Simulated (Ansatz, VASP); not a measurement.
## ZnSe in VASP and in Ansatz

```
Zn Se
1.0
     3.32515    0.00000    0.00000
     0.00000    3.32515    0.00000
     0.00000    0.00000    3.32515
Zn Se
1 1
Direct
  0.00000 0.00000 0.00000
  0.50000 0.50000 0.50000
```

Alike in both runs: task single point; functional PBEsol; k mesh 6 × 6 × 6; occupations gaussian, width 0.5 eV; no spin polarisation.

```csv
,VASP,Ansatz
version,VASP 6.6.1,Ansatz 0.2.0
potentials or method,"VASP PAW PBE potentials, release 64 (Zn, Se)",plane waves
plane-wave cutoff (eV),520,420
valence electrons in the cell,18,28
```

Ansatz gave:

- pressure (GPa): -2.6

Question: Estimate VASP's values.

Answer: Pressure (GPa): -2.4.

VASP's potentials were made for PBE, not for PBEsol. The functional is the same, so the differences come from potentials, cutoffs and numerics. VASP's potentials hold 18 valence electrons a cell and Ansatz's 28, so a difference there can come from the potentials and not from the codes.
